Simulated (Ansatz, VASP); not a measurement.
## Two plane-wave programs on K

```xyz
1
Lattice="-2.6180 2.6180 2.5526 2.6180 -2.6180 2.5526 2.6180 2.6180 -2.5526" Properties=species:S:1:pos:R:3 pbc="T T T"
K     0.0000    0.0000    0.0000
```

Change from the starting cell: strain +0.000 along x and y, -0.025 along z, atoms carried along.

Alike in both runs: task single point; functional PBEsol; k mesh 14 × 14 × 14; occupations gaussian, width 0.15 eV; no spin polarisation.

|  | VASP | Ansatz |
| --- | --- | --- |
| version | VASP 6.6.1 | Ansatz 0.2.0 |
| potentials or method | VASP PAW PBE potentials, release 64 (K_sv), cutoff 520 eV | scalar-relativistic, plane waves, PAW |
| valence electrons in the cell | 9 | 9 |

Ansatz gave:

| Property | Result |
| --- | --- |
| gap on the k mesh at the Fermi level (eV) | none |
| pressure (GPa) | 0.1 |

Question: What did VASP give for the same quantities?

Answer: gap on the k mesh at the Fermi level (eV): none; pressure (GPa): 0.0.

VASP's potentials were made for PBE, not for PBEsol. A gap of «none» marks a metal or a gap that the smearing closes.
